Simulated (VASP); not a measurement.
Set up this calculation in VASP 6.6.1, as the native input.

```
Task                   : single point
Functional             : r2SCAN
Potentials or basis    : VASP PAW PBE potentials, release 64 (Hf_pv, B)
Cutoff                 : 520 eV
k mesh                 : 10 × 10 × 10
Occupations            : fermi-dirac, width 0.05 eV
Spin                   : no spin polarisation
Hubbard terms          : Hf d U = 4.0 eV
Dipole correction      : no
Further INCAR settings : ALGO = Normal; EDIFF = 1e-06; NBANDS = 14
```

Crystal: HfB.

```
Hf B
1.0
     0.00000    2.44504    2.44504
     2.44504    0.00000    2.44504
     2.44504    2.44504    0.00000
Hf B
1 1
Direct
  0.50000 0.50000 0.50000
  0.00000 0.00000 0.00000
```

The input as run:

POSCAR

```
HfB
1.0
    0.0000000000      2.4450416080      2.4450416080
    2.4450416080      0.0000000000      2.4450416080
    2.4450416080      2.4450416080      0.0000000000
Hf B
1 1
Direct
    0.5000000000      0.5000000000      0.5000000000
    0.0000000000      0.0000000000      0.0000000000
```

INCAR.step1

```
PREC     = Accurate       # precision mode
ENCUT    = 520            # plane-wave cutoff, eV
ISMEAR   = -1             # smearing method
SIGMA    = 0.05           # smearing width, eV
LREAL    = F              # projectors in reciprocal space
LASPH    = T              # aspherical terms in the spheres
NELM     = 150            # most SCF steps
LMAXMIX  = 4              # l up to which the mixer works
LDAU     = T              # DFT+U
LDAUTYPE = 2            
LDAUL    = 2 -1           # shell
LDAUU    = 4 0            # U, eV
LDAUJ    = 0 0          
NBANDS   = 14             # bands
GGA      = PE             # functional
ALGO     = Normal         # electronic algorithm
EDIFF    = 1E-4           # SCF threshold, eV
LWAVE    = T              # write WAVECAR
LCHARG   = F              # write CHGCAR
```

INCAR.step2

```
PREC     = Accurate       # precision mode
ENCUT    = 520            # plane-wave cutoff, eV
EDIFF    = 1E-6           # SCF threshold, eV
ISMEAR   = -1             # smearing method
SIGMA    = 0.05           # smearing width, eV
LREAL    = F              # projectors in reciprocal space
LASPH    = T              # aspherical terms in the spheres
NELM     = 150            # most SCF steps
ALGO     = Normal         # electronic algorithm
ISIF     = 2              # what is computed and relaxed
LWAVE    = F              # write WAVECAR
LCHARG   = T              # write CHGCAR
LMAXMIX  = 4              # l up to which the mixer works
LDAU     = T              # DFT+U
LDAUTYPE = 2            
LDAUL    = 2 -1           # shell
LDAUU    = 4 0            # U, eV
LDAUJ    = 0 0          
LDAUPRINT= 1            
METAGGA  = R2SCAN         # meta-GGA
LMIXTAU  = T            
LELF     = T              # ELF
LVHAR    = T            
NBANDS   = 14             # bands
ISTART   = 1
```

KPOINTS

```
regular mesh
0
Gamma
  10 10 10
```

Potentials or basis: VASP PAW PBE potentials, release 64 (Hf_pv, B).

Launch:

```bash
$ cat potpaw_PBE.64/Hf_pv/POTCAR potpaw_PBE.64/B/POTCAR > POTCAR
$ cp INCAR.step1 INCAR
$ mpirun -np 1 vasp_std > vasp.out
$ cp INCAR.step2 INCAR
$ mpirun -np 1 vasp_std > vasp.out
```

It gave:

| Item | Value |
| --- | --- |
| Pressure | 3.6 GPa |

Caveat: the PAW data sets were made with another functional, which shifts forces and pressure a little; U without spin polarisation on a metal has little footing; the U is typed as a test and isn't derived for this compound.

Run time: 120 s on 1 thread of Intel(R) Xeon(R) Platinum 8488C (Sapphire Rapids), with other jobs on the host, peak memory 0.18 GiB.
